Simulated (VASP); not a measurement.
Set up this calculation in VASP 6.6.1, as the native input.

```
Task                   : single point
Functional             : PBEsol
Dispersion             : D3(BJ)
Potentials or basis    : VASP PAW PBE potentials, release 64 (As)
Cutoff                 : 500 eV
k mesh                 : 8 × 8 × 8
Occupations            : fermi-dirac, width 0.1 eV
Spin                   : no spin polarisation
Dipole correction      : no
Further INCAR settings : ALGO = Normal; EDIFF = 1e-06; NBANDS = 12
```

The structure of As lies in POSCAR:

```
As
1.0
    1.8262648537      1.0543946508      3.0758147364
   -1.8262648537      1.0543946508      3.0758147364
    0.0000000000     -2.1087888639      3.0758148864
As
2
Direct
    0.7627032210      0.7627032210      0.7627032210
    0.2372967790      0.2372967790      0.2372967790
```

One way to write it, as run:

INCAR

```
  ALGO = Normal
  EDIFF = 1E-6
  ENCUT = 500
  GGA = PS
  GGA_COMPAT = F
  ISIF = 2
  ISMEAR = -1
  IVDW = 12
  LASPH = T
  LCHARG = F
  LREAL = F
  LWAVE = F
  NBANDS = 12
  NELM = 120
  PREC = Accurate
  SIGMA = 0.1
```

KPOINTS

```
k-points
0
Gamma
  8 8 8
```

Potentials or basis: VASP PAW PBE potentials, release 64 (As).

Run with:

```bash
$ cat potpaw_PBE.64/As/POTCAR > POTCAR
$ mpirun -np 1 vasp_std > vasp.out
```

It gave:

```
Pressure                   : 10.1 GPa
Largest force              : 0.059 eV/Å
Band gap on the k mesh     : zero (band 5 reaches 7.59 eV, above the bottom of band 6 at 7.06 eV)
Dispersion energy per atom : -0.446 eV
```

Caveat: three body term missing; the PAW data sets were made with another functional, which shifts forces and pressure a little; pairwise dispersion overbinds metals, which lowers pressure and volume.

Wall time 19 s on 1 thread of Intel Xeon 6975P-C (shared host), peak memory 0.17 GiB.
